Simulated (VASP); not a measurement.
# Ta2Ru (Fm-3m) in VASP: further runs

Ta2Ru is run at these levels: LDA, PBE; tasks: single point, relaxation of cell and atoms.

All numbers are computed with VASP 6.6.1; they aren't measurements. Logs are shortened: lines on timing, memory, paths and dates and some standing lists are left out, and cuts for length are marked.

### Step 1. The cell of the first run

The structure is cubic, space group Fm-3m (No. 225). The conventional cell has a = 6.056 Å, b = 6.056 Å, c = 6.056 Å, α = 90.00°, β = 90.00°, γ = 90.00°. Within 3.5 Å of Ta (site symmetry -43m) lie 4 Ru at 2.62 Å and 6 Ta at 3.03 Å. Ru (site symmetry m-3m) has 8 Ta at 2.62 Å within 3.5 Å.

### Step 2. Single point, LDA

The input, INCAR:

```
SYSTEM = Ta2Ru
ALGO     = Fast           ! electronic algorithm
EDIFF    = 1E-6           ! SCF threshold, eV
ENCUT    = 520            ! plane-wave cutoff, eV
GGA      = CA             ! functional
ISIF     = 2              ! what is computed and relaxed
ISMEAR   = 0              ! smearing method
LASPH    = .True.         ! aspherical terms in the spheres
LCHARG   = .False.        ! write CHGCAR
LREAL    = .False.        ! projectors in reciprocal space
LWAVE    = .False.        ! write WAVECAR
NBANDS   = 25             ! bands
NELM     = 80             ! most SCF steps
PREC     = Accurate       ! precision mode
SIGMA    = 0.1            ! smearing width, eV
```

The input, KPOINTS:

```
k-points
0
Gamma
  14 14 14
  0 0 0
```

The input, POSCAR:

```
Ta2Ru
1.0
    0.0000000000      3.0278274784      3.0278274784
    3.0278274784      0.0000000000      3.0278274784
    3.0278274784      3.0278274784      0.0000000000
Ta Ru
2 1
Direct
    0.7500000000      0.7500000000      0.7500000000
    0.2500000000      0.2500000000      0.2500000000
    0.0000000000      0.0000000000      0.0000000000
```

Potentials or basis: VASP PAW LDA potentials, release 64 (Ta_pv, Ru_pv).

Command:

```bash
$ cat potpaw_LDA.64/Ta_pv/POTCAR potpaw_LDA.64/Ru_pv/POTCAR > POTCAR
$ mpirun -np 1 vasp_std > vasp.out
```

OUTCAR:

```text
SYSTEM = Ta2Ru
   EDIFF = 1E-6
   ENCUT = 520
   GGA = CA
   ISIF = 2
   ISMEAR = 0
   LASPH = .True.
   LREAL = .False.
   NELM = 80
   PREC = Accurate

 ion  position               nearest neighbor table
   1  0.750  0.750  0.750-   3 2.62   3 2.62   3 2.62   3 2.62   2 3.03   2 3.03   2 3.03   2 3.03
                             2 3.03   2 3.03
   2  0.250  0.250  0.250-   3 2.62   3 2.62   3 2.62   3 2.62   1 3.03   1 3.03   1 3.03   1 3.03
                             1 3.03   1 3.03
   3  0.000  0.000  0.000-   1 2.62   1 2.62   1 2.62   1 2.62   2 2.62   2 2.62   2 2.62   2 2.62

  LATTYP: Found a face centered cubic cell.
 ALAT       =     6.0556549568

  Lattice vectors:

 A1 = (   0.0000000000,   3.0278274784,   3.0278274784)
 A2 = (   3.0278274784,   0.0000000000,   3.0278274784)
 A3 = (   3.0278274784,   3.0278274784,   0.0000000000)

Analysis of symmetry for initial positions (statically):
=====================================================================
 Subroutine PRICEL returns:
 Original cell was already a primitive cell.

 Routine SETGRP: Setting up the symmetry group for a
 face centered cubic supercell.

 Subroutine GETGRP returns: Found 48 space group operations
 (whereof 48 operations were pure point group operations)
 out of a pool of 48 trial point group operations.

The static configuration has the point symmetry O_h .

Analysis of symmetry for dynamics (positions and initial velocities):
=====================================================================
 Subroutine PRICEL returns:
 Original cell was already a primitive cell.

 Routine SETGRP: Setting up the symmetry group for a
 face centered cubic supercell.

 Subroutine GETGRP returns: Found 48 space group operations
 (whereof 48 operations were pure point group operations)
 out of a pool of 48 trial point group operations.

The dynamic configuration has the point symmetry O_h .

 Subroutine INISYM returns: Found 48 space group operations
 (whereof 48 operations are pure point group operations),
 and found     1 'primitive' translations

----------------------------------------------------------------------------------------

                                     Primitive cell

  volume of cell :      55.5167

  direct lattice vectors                    reciprocal lattice vectors
     0.000000000  3.027827478  3.027827478    -0.165134904  0.165134904  0.165134904
     3.027827478  0.000000000  3.027827478     0.165134904 -0.165134904  0.165134904
     3.027827478  3.027827478  0.000000000     0.165134904  0.165134904 -0.165134904

  length of vectors
     4.281994684  4.281994684  4.281994684     0.286022044  0.286022044  0.286022044

  position of ions in fractional coordinates (direct lattice)
     0.750000000  0.750000000  0.750000000
     0.250000000  0.250000000  0.250000000
     0.000000000  0.000000000  0.000000000

  ion indices of the primitive-cell ions
   primitive index   ion index
                 1           1
                 2           2
                 3           3

----------------------------------------------------------------------------------------

 KPOINTS: k-points

Automatic generation of k-mesh.
 Grid dimensions read from file:
 generate k-points for:   14   14   14

 Generating k-lattice:

  Cartesian coordinates                     Fractional coordinates (reciprocal lattice)
    -0.011795350  0.011795350  0.011795350     0.071428571  0.000000000  0.000000000
     0.011795350 -0.011795350  0.011795350     0.000000000  0.071428571  0.000000000
     0.011795350  0.011795350 -0.011795350     0.000000000  0.000000000  0.071428571

  Length of vectors
     0.020430146  0.020430146  0.020430146

  Shift w.r.t. Gamma in fractional coordinates (k-lattice)
     0.000000000  0.000000000  0.000000000

 Subroutine IBZKPT returns following result:
 ===========================================

 Found    104 irreducible k-points:

 Following reciprocal coordinates:
            Coordinates               Weight
  0.000000  0.000000  0.000000      1.000000
  0.071429  0.000000  0.000000      8.000000
  0.142857  0.000000  0.000000      8.000000
  0.214286  0.000000  0.000000      8.000000
  0.285714  0.000000  0.000000      8.000000
  0.357143  0.000000  0.000000      8.000000
[... 16 lines left out ...]
  0.214286  0.142857  0.000000     24.000000
  0.285714  0.142857  0.000000     24.000000
 [... further k-points ...]
   k-points           NKPTS =    104   k-points in BZ     NKDIM =    104   number of bands    NBANDS=     25
   number of dos      NEDOS =    301   number of ions     NIONS =      3
   total plane-waves  NPLWV =  32768
   dimension x,y,z NGX =    32 NGY =   32 NGZ =   32
   dimension x,y,z NGXF=    64 NGYF=   64 NGZF=   64
   ions per type =               2   1
   NGX,Y,Z   is equivalent  to a cutoff of  12.42, 12.42, 12.42 a.u.
   NGXF,Y,Z  is equivalent  to a cutoff of  24.85, 24.85, 24.85 a.u.
 SYSTEM =  Ta2Ru
   PREC   = accura    normal or accurate (medium, high low for compatibility)
   ISTART =      0    job   : 0-new  1-cont  2-samecut
   ICHARG =      2    charge: 1-file 2-atom 10-const
   ISPIN  =      1    spin polarized calculation?
   LNONCOLLINEAR =      F non collinear calculations
   LSORBIT =      F    spin-orbit coupling
   LASPH  =      T    aspherical Exc in radial PAW
   ENCUT  =  520.0 eV  38.22 Ry    6.18 a.u.   7.96  7.96  7.96*2*pi/ulx,y,z
   NELM   =     80;   NELMIN=  2; NELMDL= -5     # of ELM steps
   EDIFF  = 0.1E-05   stopping-criterion for ELM
   LREAL  =      F    real-space projection
   EDIFFG = 0.1E-04   stopping-criterion for IOM
   NSW    =      0    number of steps for IOM
   IBRION =     -1    ionic relax: 0-MD 1-quasi-New 2-CG
   NFREE  =      0    steps in history (QN), initial steepest desc. (CG)
   ISIF   =      2    stress and relaxation
   ISYM   =      2    0-nonsym 1-usesym 2-fastsym
   POTIM  = 0.5000    time-step for ionic-motion
   TEBEG  =    0.0;   TEEND  =   0.0 temperature during run
   PSTRESS=    0.0 pullay stress
   NELECT =      36.0000    total number of electrons
   NUPDOWN=      -1.0000    fix difference up-down
   EMIN   =  10.00;   EMAX   =-10.00  energy-range for DOS
   EFERMI =   0.00;   METHOD = LEGACY
   ISMEAR =     0;   SIGMA  =   0.10  broadening in eV -4-tet -1-fermi 0-gaus
   EFERMI_NEDOS =   21; number of points for ismear=-14 and -15
   IALGO  =     68    algorithm
   IMIX   =      4    mixing-type and parameters
     AMIX     =   0.40;   BMIX     =  1.00
     AMIX_MAG =   1.60;   BMIX_MAG =  1.00
  volume/ion in A,a.u.               =      18.51       124.88
  Fermi-wavevector in a.u.,A,eV,Ry     =   1.416994  2.677730 27.318740  2.007871
  Thomas-Fermi vector in A             =   2.538270
   LORBIT       =      0    0 simple, 1 ext, 2 COOP (PROOUT), +10 PAW based schemes
   GGA     = CA    functional components
   LHFCALC =     F    Hartree Fock is set to
   AEXX    =    0.0000 exact exchange contribution
   IVDW    =     0    specifies the selected vdW correction
   LEPSILON=     F    determine dielectric tensor
   LRPA    =     F    only Hartree local field effects (RPA)
 non-spin polarized calculation
 RMM-DIIS sequential band-by-band and
 Gauss-broadening in eV      SIGMA  =   0.10
  energy-cutoff  :      520.00
  volume of cell :       55.52
 maximum number of plane-waves:      1524
   NGX = 15   NGY = 15   NGZ = 15

 number of electron      36.0000005 magnetization

 Free energy of the ion-electron system (eV)
  ---------------------------------------------------
  ext. energy  EPLUGINS =         0.00000000
  ---------------------------------------------------
  free energy    TOTEN  =       -35.54650329 eV

  energy without entropy =      -35.53537579  energy(sigma->0) =      -35.54093954

 E-fermi :   6.8980     XC(G=0): -12.4252

 val. band max:        6.8969983409   @ k =   0.5000   0.2857   0.1429
 cond. band min:       6.9047776717   @ k =   0.4286   0.2857   0.1429
 fundamental gap:      0.0077793308
 Fermi energy:         6.8979853291

 k-point     1 :       0.0000    0.0000    0.0000
  band No.  band energies     occupation
      1     -36.0104      2.00000
      2     -36.0104      2.00000
      3     -36.0104      2.00000
      4     -27.8319      2.00000
      5     -27.8319      2.00000
      6     -27.8319      2.00000
[... 17 lines left out ...]
     24      12.4337      0.00000
     25      12.4338      0.00000

 k-point     2 :       0.0714    0.0000    0.0000
  band No.  band energies     occupation
      1     -36.0107      2.00000
      2     -36.0107      2.00000
      3     -36.0103      2.00000
      4     -27.8266      2.00000
      5     -27.8266      2.00000
      6     -27.8249      2.00000
[... 17 lines left out ...]
     24      12.3079      0.00000
     25      12.3079      0.00000

 k-point     3 :       0.1429    0.0000    0.0000
  band No.  band energies     occupation
      1     -36.0116      2.00000
      2     -36.0116      2.00000
      3     -36.0101      2.00000
      4     -27.8111      2.00000
      5     -27.8111      2.00000
      6     -27.8049      2.00000
[... 17 lines left out ...]
     24      11.9688      0.00000
     25      11.9688      0.00000

 k-point     4 :       0.2143    0.0000    0.0000
  band No.  band energies     occupation
      1     -36.0129      2.00000
      2     -36.0129      2.00000
      3     -36.0097      2.00000
      4     -27.7863      2.00000
      5     -27.7863      2.00000
      6     -27.7755      2.00000
[... 17 lines left out ...]
     24      11.4998      0.00000
     25      11.4998      0.00000

 k-point     5 :       0.2857    0.0000    0.0000
  band No.  band energies     occupation
      1     -36.0143      2.00000
      2     -36.0143      2.00000
      3     -36.0092      2.00000
      4     -27.7537      2.00000
      5     -27.7537      2.00000
      6     -27.7411      2.00000
[... 17 lines left out ...]
     24      10.9840      0.00000
     25      10.9846      0.00000

 k-point     6 :       0.3571    0.0000    0.0000
  band No.  band energies     occupation
      1     -36.0156      2.00000
      2     -36.0156      2.00000
      3     -36.0087      2.00000
      4     -27.7152      2.00000
      5     -27.7152      2.00000
      6     -27.7065      2.00000
[... 17 lines left out ...]
     24      10.4992      0.00000
     25      10.4993      0.00000
[... 393 lines left out ...]
 k-point    21 :      -0.0714    0.0714    0.0000
  band No.  band energies     occupation
      1     -36.0117      2.00000
      2     -36.0110      2.00000
      3     -36.0100      2.00000
      4     -27.8316      2.00000
      5     -27.8114      2.00000
      6     -27.8067      2.00000
[... 17 lines left out ...]
     24      12.0613      0.00000
     25      12.2064      0.00000

 k-point    22 :       0.1429    0.1429    0.0000
  band No.  band energies     occupation
      1     -36.0131      2.00000
      2     -36.0131      2.00000
      3     -36.0078      2.00000
      4     -27.8306      2.00000
      5     -27.8306      2.00000
      6     -27.7451      2.00000
[... 17 lines left out ...]
     24      11.6998      0.00000
     25      12.3951      0.00000

 k-point    23 :       0.2143    0.1429    0.0000
  band No.  band energies     occupation
      1     -36.0145      2.00000
      2     -36.0143      2.00000
      3     -36.0069      2.00000
      4     -27.8248      2.00000
      5     -27.8245      2.00000
      6     -27.7010      2.00000
[... 17 lines left out ...]
     24      11.4834      0.00000
     25      12.1624      0.00000

 k-point    24 :       0.2857    0.1429    0.0000
  band No.  band energies     occupation
      1     -36.0160      2.00000
      2     -36.0152      2.00000
      3     -36.0065      2.00000
      4     -27.8092      2.00000
      5     -27.8090      2.00000
      6     -27.6529      2.00000
[... 17 lines left out ...]
     24      11.2219      0.00000
     25      11.6057      0.00000

 [... further k-points ...]

------------------------ aborting loop because EDIFF is reached ----------------------------------------

  FORCE on cell =-STRESS in cart. coord.  units (eV):
  Direction    XX          YY          ZZ          XY          YZ          ZX
  --------------------------------------------------------------------------------------
  -------------------------------------------------------------------------------------
  Total        0.2395368      0.2395368      0.2395368     -0.0000000      0.0000000     -0.0000000
  in kB        6.9128875      6.9128875      6.9128875     -0.0000000      0.0000000     -0.0000000
  external PRESSURE =       6.9128875 kB  Pullay stress =       0.0000000 kB

 VOLUME and BASIS-vectors are now :
 -----------------------------------------------------------------------------
  energy-cutoff  :      520.00
  volume of cell :       55.52
      direct lattice vectors                 reciprocal lattice vectors
     0.000000000  3.027827478  3.027827478    -0.165134904  0.165134904  0.165134904
     3.027827478  0.000000000  3.027827478     0.165134904 -0.165134904  0.165134904
     3.027827478  3.027827478  0.000000000     0.165134904  0.165134904 -0.165134904

 POSITION                                       TOTAL-FORCE (eV/Angst)
 -----------------------------------------------------------------------------------
      4.54174      4.54174      4.54174         0.000000      0.000000      0.000000
      1.51391      1.51391      1.51391        -0.000000     -0.000000     -0.000000
      0.00000      0.00000      0.00000         0.000000     -0.000000      0.000000
 -----------------------------------------------------------------------------------
    total drift:                                0.000000     -0.000000      0.000000

  FREE ENERGIE OF THE ION-ELECTRON SYSTEM (eV)
  ---------------------------------------------------
  free  energy   TOTEN  =       -35.5465032862 eV

  energy  without entropy=      -35.5353757921  energy(sigma->0) =      -35.54093954
```

Run time: 2.4 min. Hardware: 1 thread of Intel Xeon Platinum 8488C (Sapphire Rapids), shared host; peak memory 0.25 GiB.

Results:

```
Free energy            : -35.5465 eV
Pressure               : 0.7 GPa
Band gap on the k mesh : zero (bands 18 and 19 overlap by 1.31 eV)
```

Levels at points of the mesh, in eV from the Fermi level:
```csv
k point,band 14,band 15,band 16,band 17,band 18,band 19,band 20,band 21,band 22,band 23
"(0.00, 0.00, 0.00)",-2.98,-2.98,-2.45,-2.45,-2.45,1.32,1.32,4.00,4.00,4.00
"(0.50, 0.00, 0.00)",-3.56,-3.56,-3.50,-0.85,-0.85,0.64,0.68,0.68,1.89,1.89
"(0.50, 0.50, 0.00)",-3.50,-2.73,-2.29,-2.08,0.80,0.80,1.53,1.55,2.31,2.31
```

Caveat: spin-orbit coupling is left out, which moves the levels of the heavy elements.

### Step 3. Single point, PBE

This run uses another cell than the first one, of 19.52 Å³/atom.

The input, INCAR:

```
PREC = Accurate
ENCUT = 520
EDIFF = 1E-6
ISMEAR = 0
SIGMA = 0.1
LREAL = False
LASPH = True
NELM = 100
ALGO = Fast
ISIF = 2
LWAVE = False
LCHARG = False
GGA = PE
NBANDS = 25
```

The input, KPOINTS:

```
Automatic mesh
0
Gamma
  14 14 14
```

The input, POSCAR:

```
Ta2Ru
1.0
    0.0000000000      3.0821903443      3.0821903443
    3.0821903443      0.0000000000      3.0821903443
    3.0821903443      3.0821903443      0.0000000000
Ta Ru
2 1
Direct
    0.7500000000      0.7500000000      0.7500000000
    0.2500000000      0.2500000000      0.2500000000
    0.0000000000      0.0000000000      0.0000000000
```

Potentials or basis: VASP PAW PBE potentials, release 64 (Ta_pv, Ru_pv).

Command:

```bash
$ cat potpaw_PBE.64/Ta_pv/POTCAR potpaw_PBE.64/Ru_pv/POTCAR > POTCAR
$ mpirun -np 1 vasp_std > vasp.out
```

Wall time 100 s (1 thread of Intel Xeon Platinum 8488C (Sapphire Rapids), shared host); peak memory 0.28 GiB.

It converged, with:

| Quantity | Value |
| --- | --- |
| Free energy | -32.2816 eV |
| Pressure | 0.0 GPa |
| Band gap on the k mesh | zero (bands 18 and 19 overlap by 1.22 eV) |

Levels at points of the mesh, in eV from the Fermi level:
```tsv
k point	band 15	band 16	band 17	band 18	band 19	band 20	band 21	band 22
(0.00, 0.00, 0.00)	-2.86	-2.26	-2.26	-2.26	1.24	1.24	3.79	3.79
(0.50, 0.00, 0.00)	-3.34	-3.31	-0.84	-0.84	0.62	0.71	0.71	1.79
(0.50, 0.50, 0.00)	-2.78	-2.10	-1.88	0.82	0.82	1.45	1.46	2.04
```

Caveat: spin-orbit coupling is left out, which moves the levels of the heavy elements.

### Step 4. Relaxation of cell and atoms, PBE

This run uses another cell than the first one, of 19.48 Å³/atom.

The input, INCAR:

```
SYSTEM = Ta2Ru
ALGO     = Fast           ! electronic algorithm
EDIFF    = 1E-6           ! SCF threshold, eV
EDIFFG   = -0.01          ! ionic threshold
ENCUT    = 600            ! plane-wave cutoff, eV
GGA      = PE             ! functional
IBRION   = 2              ! ionic algorithm
ISIF     = 3              ! what is computed and relaxed
ISMEAR   = 0              ! smearing method
LASPH    = .True.         ! aspherical terms in the spheres
LCHARG   = .False.        ! write CHGCAR
LREAL    = .False.        ! projectors in reciprocal space
LWAVE    = .False.        ! write WAVECAR
NELM     = 60             ! most SCF steps
NSW      = 100            ! ionic steps
PREC     = Accurate       ! precision mode
SIGMA    = 0.1            ! smearing width, eV
```

The input, KPOINTS:

```
k-points
0
Gamma
  14 14 14
  0 0 0
```

The input, POSCAR:

```
Ta2Ru
1.0
    0.0000000000      3.0803026659      3.0803026659
    3.0803026659      0.0000000000      3.0803026659
    3.0803026659      3.0803026659      0.0000000000
Ta Ru
2 1
Direct
    0.7500000000      0.7500000000      0.7500000000
    0.2500000000      0.2500000000      0.2500000000
    0.0000000000      0.0000000000      0.0000000000
```

Command:

```bash
$ cat potpaw_PBE.64/Ta_pv/POTCAR potpaw_PBE.64/Ru_pv/POTCAR > POTCAR
$ mpirun -np 1 vasp_std > vasp.out
```

Run time: 5.8 min. Hardware: 1 thread of Intel Xeon Platinum 8488C (Sapphire Rapids), shared host; peak memory 0.33 GiB.

Results (log left out):

- Free energy: -32.2822 eV
- Relaxed volume: 19.52 Å³/atom
- Relaxed cell: a = 4.359 Å, b = 4.359 Å, c = 4.359 Å, α = 60.00°, β = 60.00°, γ = 60.00°
- Space group after relaxing (to 0.1 Å): Fm-3m (No. 225)
- Energy gained by relaxing: 0.0 meV/atom
- Ionic steps: 3
- Pressure after relaxing: 0.0 GPa
- Band gap on the k mesh: zero (bands 18 and 19 overlap by 1.22 eV)

The path:
```
step  energy change (eV)  largest force (eV/Å)  pressure (GPa)  volume (Å³)
   1              0.0000                0.0000            0.38        58.45
   2              0.0006                0.0000           -0.88        58.84
   3             -0.0001                0.0000            0.05        58.56
```

Final structure:
```
CELL_PARAMETERS angstrom
0.00000 3.08226 3.08226
3.08226 0.00000 3.08226
3.08226 3.08226 0.00000
ATOMIC_POSITIONS crystal
Ta 0.75000 0.75000 0.75000
Ta 0.25000 0.25000 0.25000
Ru 0.00000 0.00000 0.00000
```

Levels at points of the mesh, in eV from the Fermi level:
```tsv
k point	band 15	band 16	band 17	band 18	band 19	band 20	band 21	band 22
(0.00, 0.00, 0.00)	-2.86	-2.26	-2.26	-2.26	1.24	1.24	3.79	3.79
(0.50, 0.00, 0.00)	-3.33	-3.31	-0.84	-0.84	0.62	0.71	0.71	1.79
(0.50, 0.50, 0.00)	-2.78	-2.10	-1.88	0.82	0.82	1.45	1.46	2.04
```

Caveat: spin-orbit coupling is left out, which moves the levels of the heavy elements.

(Part 1 of 2 ends here.)
